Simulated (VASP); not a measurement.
# Mg2ZnO3 (P-3m1) in VASP: notebook, part 2 of 2

VASP 6.6.1.

### Step 3. Single point, PBEsol

File INCAR:

```
PREC     = Accurate       # precision mode
ENCUT    = 520            # plane-wave cutoff, eV
EDIFF    = 1E-6           # SCF threshold, eV
ISMEAR   = 0              # smearing method
SIGMA    = 0.01           # smearing width, eV
LREAL    = F              # projectors in reciprocal space
LASPH    = T              # aspherical terms in the spheres
NELM     = 100            # most SCF steps
ALGO     = Normal         # electronic algorithm
ISIF     = 2              # what is computed and relaxed
LWAVE    = F              # write WAVECAR
LCHARG   = F              # write CHGCAR
GGA      = PS             # functional
NBANDS   = 26             # bands
```

File KPOINTS:

```
Automatic mesh
0
Gamma
  4 4 2
```

File POSCAR:

```
Mg2ZnO3
1.0
    3.0329990000      0.0000000000      0.0000000000
   -1.5164990000      2.6266540000      0.0000000000
    0.0000000000      0.0000000000      7.4033160000
Mg Zn O
2 1 3
Direct
    0.3333333333      0.6666666667      0.6658000000
    0.6666666667      0.3333333333      0.3342000000
    0.0000000000      0.0000000000      0.0000000000
    0.3333333333      0.6666666667      0.1726190000
    0.6666666667      0.3333333333      0.8273810000
    0.0000000000      0.0000000000      0.5000000000
```

Potentials or basis: VASP PAW PBE potentials, release 64 (Mg, Zn, O).

Started as:

```
cat potpaw_PBE.64/Mg/POTCAR potpaw_PBE.64/Zn/POTCAR potpaw_PBE.64/O/POTCAR > POTCAR
mpirun -np 1 vasp_std > vasp.out
```

OUTCAR:

```text
PREC = Accurate
   ENCUT = 520
   EDIFF = 1E-6
   ISMEAR = 0
   LREAL = F
   LASPH = T
   NELM = 100
   ISIF = 2
   GGA = PS

 ion  position               nearest neighbor table
   1  0.333  0.667  0.666-   5 2.12   5 2.12   5 2.12   6 2.14   6 2.14   6 2.14   2 3.02   2 3.02
                             2 3.02   3 3.03   3 3.03   3 3.03
   2  0.667  0.333  0.334-   4 2.12   4 2.12   4 2.12   6 2.14   6 2.14   6 2.14   1 3.02   1 3.02
                             1 3.02   3 3.03   3 3.03   3 3.03
   3  0.000  0.000  0.000-   4 2.17   5 2.17   4 2.17   5 2.17   5 2.17   4 2.17   1 3.03   2 3.03
                             1 3.03   2 3.03   1 3.03   2 3.03
   4  0.333  0.667  0.173-   2 2.12   2 2.12   2 2.12   3 2.17   3 2.17   3 2.17
   5  0.667  0.333  0.827-   1 2.12   1 2.12   1 2.12   3 2.17   3 2.17   3 2.17
   6  0.000  0.000  0.500-   1 2.14   2 2.14   1 2.14   2 2.14   2 2.14   1 2.14

  LATTYP: Found a hexagonal cell.
 ALAT       =     3.0329990000
 C/A-ratio  =     2.4409226643

  Lattice vectors:

 A1 = (   3.0329990000,   0.0000000000,   0.0000000000)
 A2 = (  -1.5164990000,   2.6266540000,   0.0000000000)
 A3 = (   0.0000000000,   0.0000000000,   7.4033160000)

Analysis of symmetry for initial positions (statically):
=====================================================================
 Subroutine PRICEL returns:
 Original cell was already a primitive cell.

 Routine SETGRP: Setting up the symmetry group for a
 hexagonal supercell.

 Subroutine GETGRP returns: Found 12 space group operations
 (whereof 12 operations were pure point group operations)
 out of a pool of 24 trial point group operations.

The static configuration has the point symmetry D_3d.

Analysis of symmetry for dynamics (positions and initial velocities):
=====================================================================
 Subroutine PRICEL returns:
 Original cell was already a primitive cell.

 Routine SETGRP: Setting up the symmetry group for a
 hexagonal supercell.

 Subroutine GETGRP returns: Found 12 space group operations
 (whereof 12 operations were pure point group operations)
 out of a pool of 24 trial point group operations.

The dynamic configuration has the point symmetry D_3d.

 Subroutine INISYM returns: Found 12 space group operations
 (whereof 12 operations are pure point group operations),
 and found     1 'primitive' translations

----------------------------------------------------------------------------------------

                                     Primitive cell

  volume of cell :      58.9795

  direct lattice vectors                    reciprocal lattice vectors
     3.032999000  0.000000000  0.000000000     0.329706670  0.190356185  0.000000000
    -1.516499000  2.626654000  0.000000000     0.000000000  0.380712496  0.000000000
     0.000000000  0.000000000  7.403316000     0.000000000  0.000000000  0.135074607

  length of vectors
     3.032999000  3.032998591  7.403316000     0.380712444  0.380712496  0.135074607

  position of ions in fractional coordinates (direct lattice)
     0.333333333  0.666666667  0.665800000
     0.666666667  0.333333333  0.334200000
     0.000000000  0.000000000  0.000000000
     0.333333333  0.666666667  0.172619000
     0.666666667  0.333333333  0.827381000
[... 40 lines left out ...]
  0.250000  0.000000  0.000000      6.000000
  0.500000  0.000000  0.000000      3.000000
  0.250000  0.250000  0.000000      6.000000
  0.000000  0.000000  0.500000      1.000000
  0.250000  0.000000  0.500000      6.000000
  0.500000  0.000000  0.500000      3.000000
  0.250000  0.250000  0.500000      6.000000
   k-points           NKPTS =      8   k-points in BZ     NKDIM =      8   number of bands    NBANDS=     26
   number of dos      NEDOS =    301   number of ions     NIONS =      6
   total plane-waves  NPLWV =  32256
   dimension x,y,z NGX =    24 NGY =   24 NGZ =   56
   dimension x,y,z NGXF=    48 NGYF=   48 NGZF=  112
   ions per type =               2   1   3
   NGX,Y,Z   is equivalent  to a cutoff of  13.15, 13.15, 12.58 a.u.
   NGXF,Y,Z  is equivalent  to a cutoff of  26.31, 26.31, 25.15 a.u.
 SYSTEM =  unknown system
   PREC   = accura    normal or accurate (medium, high low for compatibility)
   ISTART =      0    job   : 0-new  1-cont  2-samecut
   ICHARG =      2    charge: 1-file 2-atom 10-const
   ISPIN  =      1    spin polarized calculation?
   LNONCOLLINEAR =      F non collinear calculations
   LSORBIT =      F    spin-orbit coupling
   LASPH  =      T    aspherical Exc in radial PAW
   ENCUT  =  520.0 eV  38.22 Ry    6.18 a.u.   5.64  5.64 13.77*2*pi/ulx,y,z
   NELM   =    100;   NELMIN=  2; NELMDL= -5     # of ELM steps
   EDIFF  = 0.1E-05   stopping-criterion for ELM
   LREAL  =      F    real-space projection
   EDIFFG = 0.1E-04   stopping-criterion for IOM
   NSW    =      0    number of steps for IOM
   IBRION =     -1    ionic relax: 0-MD 1-quasi-New 2-CG
   NFREE  =      0    steps in history (QN), initial steepest desc. (CG)
   ISIF   =      2    stress and relaxation
   ISYM   =      2    0-nonsym 1-usesym 2-fastsym
   POTIM  = 0.5000    time-step for ionic-motion
   TEBEG  =    0.0;   TEEND  =   0.0 temperature during run
   PSTRESS=    0.0 pullay stress
   NELECT =      34.0000    total number of electrons
   NUPDOWN=      -1.0000    fix difference up-down
   EMIN   =  10.00;   EMAX   =-10.00  energy-range for DOS
   EFERMI =   0.00;   METHOD = LEGACY
   ISMEAR =     0;   SIGMA  =   0.01  broadening in eV -4-tet -1-fermi 0-gaus
   EFERMI_NEDOS =   21; number of points for ismear=-14 and -15
   IALGO  =     38    algorithm
   IMIX   =      4    mixing-type and parameters
     AMIX     =   0.40;   BMIX     =  1.00
     AMIX_MAG =   1.60;   BMIX_MAG =  1.00
  volume/ion in A,a.u.               =       9.83        66.34
  Fermi-wavevector in a.u.,A,eV,Ry     =   1.362492  2.574737 25.257648  1.856385
  Thomas-Fermi vector in A             =   2.488977
   LORBIT       =      0    0 simple, 1 ext, 2 COOP (PROOUT), +10 PAW based schemes
   GGA     = PS    functional components
   LHFCALC =     F    Hartree Fock is set to
   AEXX    =    0.0000 exact exchange contribution
   IVDW    =     0    specifies the selected vdW correction
   LEPSILON=     F    determine dielectric tensor
   LRPA    =     F    only Hartree local field effects (RPA)
 non-spin polarized calculation
 Gauss-broadening in eV      SIGMA  =   0.01
  energy-cutoff  :      520.00
  volume of cell :       58.98
 maximum number of plane-waves:      1612
 NGX is ok and might be reduce to    24
   NGX = 11   NGY = 11   NGZ = 27

 number of electron      34.0000021 magnetization

 Free energy of the ion-electron system (eV)
  ---------------------------------------------------
  ext. energy  EPLUGINS =         0.00000000
  ---------------------------------------------------
  free energy    TOTEN  =       -34.45949369 eV

  energy without entropy =      -34.45949369  energy(sigma->0) =      -34.45949369

 E-fermi :   2.7769     XC(G=0): -11.5531

 val. band max:        2.6763273444   @ k =   0.0000   0.0000   0.5000
 cond. band min:       5.4553749853   @ k =   0.0000   0.0000   0.0000
 fundamental gap:      2.7790476409
 Fermi energy:         2.7769250613

 k-point     1 :       0.0000    0.0000    0.0000
  band No.  band energies     occupation
      1     -14.8373      2.00000
      2     -14.0113      2.00000
      3     -13.7892      2.00000
      4      -2.8595      2.00000
      5      -2.0294      2.00000
      6      -2.0294      2.00000
[... 221 lines left out ...]
     25      14.9615      0.00000
     26      15.2498      0.00000

------------------------ aborting loop because EDIFF is reached ----------------------------------------

  FORCE on cell =-STRESS in cart. coord.  units (eV):
  Direction    XX          YY          ZZ          XY          YZ          ZX
  --------------------------------------------------------------------------------------
  -------------------------------------------------------------------------------------
  Total       -2.1083097     -2.1083094     -2.2463480     -0.0000004     -0.0000000     -0.0000000
  in kB      -57.2721605    -57.2721525    -61.0219656     -0.0000109     -0.0000000     -0.0000000
  external PRESSURE =     -58.5220928 kB  Pullay stress =       0.0000000 kB

 VOLUME and BASIS-vectors are now :
 -----------------------------------------------------------------------------
  energy-cutoff  :      520.00
  volume of cell :       58.98
      direct lattice vectors                 reciprocal lattice vectors
     3.032999000  0.000000000  0.000000000     0.329706670  0.190356185  0.000000000
    -1.516499000  2.626654000  0.000000000     0.000000000  0.380712496  0.000000000
     0.000000000  0.000000000  7.403316000     0.000000000  0.000000000  0.135074607

 POSITION                                       TOTAL-FORCE (eV/Angst)
 -----------------------------------------------------------------------------------
      0.00000      1.75110      4.92913        -0.000000      0.000000      0.018274
      1.51650      0.87555      2.47419        -0.000000      0.000000     -0.018274
      0.00000      0.00000      0.00000        -0.000000      0.000000      0.000000
      0.00000      1.75110      1.27795         0.000000     -0.000000     -0.091073
      1.51650      0.87555      6.12536        -0.000000     -0.000000      0.091073
      0.00000      0.00000      3.70166        -0.000000      0.000000      0.000000
 -----------------------------------------------------------------------------------
    total drift:                               -0.000000      0.000000      0.000000

  FREE ENERGIE OF THE ION-ELECTRON SYSTEM (eV)
  ---------------------------------------------------
  free  energy   TOTEN  =       -34.4594936895 eV

  energy  without entropy=      -34.4594936895  energy(sigma->0) =      -34.45949369
```

Run time: 15 s. Hardware: 1 thread of Intel Xeon Platinum 8488C (Sapphire Rapids), shared host; peak memory 0.18 GiB.

What came out:

```
Free energy            : -34.4595 eV
Pressure               : -5.9 GPa
Largest force          : 0.091 eV/Å
Band gap on the k mesh : 2.78 eV, indirect (least direct gap 2.87 eV)
```

Forces on the atoms (eV/Å):
```
Mg   0.000  0.000  0.018
Mg   0.000  0.000 -0.018
Zn   0.000  0.000  0.000
O    0.000  0.000 -0.091
O    0.000  0.000  0.091
O    0.000  0.000  0.000
```

Stress tensor (GPa, compression positive):
```
-5.73  0.00  0.00
 0.00 -5.73  0.00
 0.00  0.00 -6.10
```

Caveat: the k points lie up to 0.60 Å⁻¹ apart; the PAW data sets were made with another functional, which shifts forces and pressure a little.
